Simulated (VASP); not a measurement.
Here is a VASP 6.6.1 calculation.

File INCAR:

```
PREC = Accurate
ENCUT = 520
EDIFF = 1E-6
ISMEAR = 1
SIGMA = 0.05
LREAL = F
LASPH = T
NELM = 100
ALGO = Normal
ISIF = 2
LWAVE = F
LCHARG = T
GGA = PS
LELF = T
LVHAR = T
NBANDS = 16
```

File KPOINTS:

```
regular mesh
0
Gamma
  8 8 8
```

Contents of POSCAR:

```
ZrH3
1.0
    3.1260400000      0.0000000000      0.0000000000
    0.0000000000      3.1260400000      0.0000000000
    0.0000000000      0.0000000000      3.1260400000
Zr H
1 3
Direct
    0.0000000000      0.0000000000      0.0000000000
    0.0000000000      0.5000000000      0.5000000000
    0.5000000000      0.0000000000      0.5000000000
    0.5000000000      0.5000000000      0.0000000000
```

Potentials or basis: VASP PAW PBE potentials, release 64 (Zr_sv, H).

Command:

```bash
$ cat potpaw_PBE.64/Zr_sv/POTCAR potpaw_PBE.64/H/POTCAR > POTCAR
$ mpirun -np 1 vasp_std > vasp.out
```

**Question.** Predict the pressure.

**Answer.** -4.9 GPa.

Caveat: the PAW data sets were made with another functional, which shifts forces and pressure a little.
